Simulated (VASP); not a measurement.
Here is a VASP 6.6.1 calculation.

The input INCAR:

```
SYSTEM = Er4Br
PREC     = Accurate       ! precision mode
ENCUT    = 500            ! plane-wave cutoff, eV
EDIFF    = 1E-6           ! SCF threshold, eV
ISMEAR   = 0              ! smearing method
SIGMA    = 0.2            ! smearing width, eV
LREAL    = .FALSE.        ! projectors in reciprocal space
LASPH    = .TRUE.         ! aspherical terms in the spheres
NELM     = 200            ! most SCF steps
ALGO     = Normal         ! electronic algorithm
ISIF     = 2              ! what is computed and relaxed
LWAVE    = .FALSE.        ! write WAVECAR
LCHARG   = .TRUE.         ! write CHGCAR
GGA      = PE             ! functional
LELF     = .TRUE.         ! ELF
LVHAR    = .TRUE.       
NBANDS   = 30             ! bands
GGA_COMPAT= .FALSE.      
LMAXMIX  = 6              ! l up to which the mixer works
```

The input KPOINTS:

```
Automatic mesh
0
G
  4 4 3
  0 0 0
```

POSCAR

```
Er4Br
1.0
    4.7552491158      0.0000000000      0.0000000000
    0.0000000000      4.7552491158      0.0000000000
    0.0000000000      0.0000000000      6.8230377710
Er Br
4 1
Direct
    0.0000000000      0.5000000000      0.2395864505
    0.5000000000      0.0000000000      0.2395864505
    0.0000000000      0.5000000000      0.7604135495
    0.5000000000      0.0000000000      0.7604135495
    0.0000000000      0.0000000000      0.5000000000
```

Potentials or basis: VASP PAW PBE potentials, release 64 (Er_3, Br), 4f in core.

The run is started by

```sh
$ cat potpaw_PBE.64/Er_3/POTCAR potpaw_PBE.64/Br/POTCAR > POTCAR
$ mpirun -np 1 vasp_std > vasp.out
```

Question: What does it give for the largest force?

Answer: 0.019 eV/Å.

Question: Predict the pressure.

Answer: 0.2 GPa.

Question: Predict the band gap on the k mesh.

Answer: Zero (an odd number of electrons rules out a gap without spin polarisation).

Forces in eV/Å, atoms in the order of the input:
```
Er   0.000  0.000 -0.019
Er   0.000  0.000 -0.019
Er   0.000  0.000  0.019
Er   0.000  0.000  0.019
Br   0.000  0.000  0.000
```

Caveat: spin-orbit coupling is left out, which moves the levels of the heavy elements; the 4f electrons are frozen in the core, so they carry no moment and show no levels; an odd number of electrons without spin polarisation forces a metal; a magnetic or distorted state may lie lower; the run has no spin polarisation, though such a crystal can be magnetic. Spin polarisation is off, so any magnetic state and its effect on volume and gap are missing.
